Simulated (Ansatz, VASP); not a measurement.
**Zn in VASP and in Ansatz**

```xyz
1
Lattice="0.0000 1.9648 1.8665 1.9648 0.0000 1.8665 1.9648 1.9648 0.0000" Properties=species:S:1:pos:R:3 pbc="T T T"
Zn    0.0000    0.0000    0.0000
```

Change from the starting cell: strain +0.000 along x and y, -0.050 along z, atoms carried along.

Alike in both runs: task single point; functional PBE; k mesh 20 × 20 × 20; occupations gaussian, width 0.15 eV; no spin polarisation.

|  | VASP | Ansatz |
| --- | --- | --- |
| version | VASP 6.6.1 | Ansatz 0.2.0 |
| potentials or method | VASP PAW PBE potentials, release 64 (Zn), cutoff 520 eV | scalar-relativistic, plane waves, PAW |
| valence electrons in the cell | 12 | 12 |

|  | VASP | Ansatz | Ansatz less VASP |
| --- | --- | --- | --- |
| gap on the k mesh at the Fermi level (eV) | none | none | - |
| pressure (GPa) | 4.6 | 4.2 | -0.40 |
| traceless stress, the component that is largest in VASP (GPa) | 1.78 | 1.79 | +0.004 |

A gap of «none» marks a metal or a gap that the smearing closes.
